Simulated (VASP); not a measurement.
Write the native input for VASP 6.6.1 that does the following.

```yaml
Task: single point
Functional: PBE
Potentials_or_basis: VASP PAW PBE potentials, release 64 (Si)
Cutoff: 500 eV
k_mesh: 3 × 3 × 3
Occupations: gaussian, width 0.01 eV
Spin: no spin polarisation
Dipole_correction: no
Further_INCAR_settings: ALGO = Normal; EDIFF = 1e-06; NBANDS = 11
```

The structure of Si lies in POSCAR:

```
Si
1.0
    0.0000000000      2.7687586200      2.7687586200
    2.7687586200      0.0000000000      2.7687586200
    2.7687586200      2.7687586200      0.0000000000
Si
2
Direct
    0.0000000000      0.0000000000      0.0000000000
    0.2500000000      0.2500000000      0.2500000000
```

These files were run (other wordings do the same):

INCAR

```
SYSTEM = Si
PREC = Accurate
ENCUT = 500
EDIFF = 1E-6
ISMEAR = 0
SIGMA = 0.01
LREAL = .False.
LASPH = .True.
NELM = 120
ALGO = Normal
ISIF = 2
LWAVE = .False.
LCHARG = .False.
GGA = PE
NBANDS = 11
GGA_COMPAT = .False.
```

KPOINTS

```
regular mesh
0
Gamma
  3 3 3
  0 0 0
```

Potentials or basis: VASP PAW PBE potentials, release 64 (Si).

Command:

```sh
$ cat potpaw_PBE.64/Si/POTCAR > POTCAR
$ mpirun -np 1 vasp_std > vasp.out
```

It gave:

- Pressure: -1.5 GPa
- Band gap on the k mesh: 0.77 eV, indirect (least direct gap 2.50 eV)

Caveat: the k points lie up to 0.66 Å⁻¹ apart.

Wall time 7.3 s on 1 thread of Intel Xeon 8259CL, with other jobs on the host, peak memory 0.15 GiB.
